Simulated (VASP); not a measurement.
Input of a VASP 6.6.1 run:

INCAR

```
PREC     = Accurate       # precision mode
ENCUT    = 520            # plane-wave cutoff, eV
EDIFF    = 1E-6           # SCF threshold, eV
ISMEAR   = 0              # smearing method
SIGMA    = 0.05           # smearing width, eV
LREAL    = False          # projectors in reciprocal space
LASPH    = True           # aspherical terms in the spheres
NELM     = 100            # most SCF steps
ALGO     = Normal         # electronic algorithm
ISIF     = 2              # what is computed and relaxed
LWAVE    = False          # write WAVECAR
LCHARG   = False          # write CHGCAR
GGA      = PE             # functional
NBANDS   = 18             # bands
```

File KPOINTS:

```
regular mesh
0
Gamma
  12 12 8
```

The input POSCAR:

```
PtS2
1.0
    3.5431994758      0.0000000000      0.0000000000
   -1.7715997379      3.0685007567      0.0000000000
    0.0000000000      0.0000000000      5.0388000000
Pt S
1 2
Direct
    0.0000000000      0.0000000000      0.0000000000
    0.4277695974      0.7357988101      0.2202310074
    0.6666666667      0.3333333333      0.7500000000
```

Potentials or basis: VASP PAW PBE potentials, release 64 (Pt, S).

Command:

```sh
$ cat potpaw_PBE.64/Pt/POTCAR potpaw_PBE.64/S/POTCAR > POTCAR
$ mpirun -np 1 vasp_std > vasp.out
```

Q: Predict the largest force.

A: 5.538 eV/Å.

Q: Estimate the pressure.

A: 13.3 GPa.

Q: What does it give for the band gap on the k mesh?

A: 0.40 eV, indirect (least direct gap 0.63 eV).

Forces on the atoms (eV/Å):
```
Pt   3.570  2.485 -2.774
S   -3.866 -2.722  2.884
S    0.297  0.237 -0.110
```

Caveat: the cell differs from its parent crystal (atom 2 (S) moved by (+0.300, -0.150) A along [1 1 0] and z); spin-orbit coupling is left out, which moves the levels of the heavy elements; forces of over 1 eV/Å act on the atoms, so gaps and moduli don't describe the material at rest. A k mesh can miss the band edges.
